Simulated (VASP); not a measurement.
Input of a VASP 6.6.1 run:

The input INCAR:

```
SYSTEM = ZrB2
  PREC = Accurate
  ENCUT = 520
  EDIFF = 1E-6
  ISMEAR = 0
  SIGMA = 0.05
  LREAL = .FALSE.
  LASPH = .TRUE.
  NELM = 100
  ALGO = Normal
  ISIF = 2
  LWAVE = .FALSE.
  LCHARG = .FALSE.
  GGA = PE
  IVDW = 13
  NBANDS = 16
```

KPOINTS

```
regular mesh
0
G
  8 8 8
  0 0 0
```

The input POSCAR:

```
ZrB2
1.0
    3.1691744297      0.0000000000      0.0000000000
   -1.5845872148      2.7445855652      0.0000000000
    0.0000000000      0.0000000000      3.5107441790
Zr B
1 2
Direct
    0.0000000000      0.0000000000      0.0000000000
    0.3333333333      0.6666666667      0.5000000000
    0.6666666667      0.3333333333      0.5000000000
```

Potentials or basis: VASP PAW PBE potentials, release 64 (Zr_sv, B).

The run is started by

```sh
$ cat potpaw_PBE.64/Zr_sv/POTCAR potpaw_PBE.64/B/POTCAR > POTCAR
$ mpirun -np 1 vasp_std > vasp.out
```

(1) What does it give for the pressure?

(2) Estimate the band gap on the k mesh.

(3) Estimate the dispersion energy per atom.

Results:

(1) -3.3 GPa.

(2) zero (band 9 reaches 11.13 eV, above the bottom of band 10 at 10.56 eV).

(3) -0.317 eV.

Caveat: pairwise dispersion overbinds metals, which lowers pressure and volume.
